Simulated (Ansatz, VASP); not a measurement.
# One calculation of Ag, two programs

```
Ag
1.0
     0.00000    1.99966    1.99966
     1.99966    0.00000    1.99966
     1.99966    1.99966    0.00000
Ag
1
Direct
  0.00000 0.00000 0.00000
```

Alike in both runs: task single point; functional LDA; k mesh 13 × 13 × 13; occupations gaussian, width 1 eV; no spin polarisation.

|  | VASP | Ansatz |
| --- | --- | --- |
| version | VASP 6.6.1 | Ansatz 0.2.0 |
| potentials or method | VASP PAW LDA potentials, release 64 (Ag), cutoff 520 eV | plane waves (420 eV) with PAW, scalar-relativistic |
| valence electrons in the cell | 11 | 19 |

|  | VASP | Ansatz | Ansatz less VASP |
| --- | --- | --- | --- |
| pressure (GPa) | 0.7 | 0.5 | -0.14 |

Ansatz warns that its potentials were made for another functional, while VASP's fit it. LDA's correlation is that of Perdew and Zunger in VASP and of Perdew and Wang (1992) in Ansatz. VASP's potentials hold 11 valence electrons a cell and Ansatz's 19, so a difference there can come from the potentials and not from the codes.
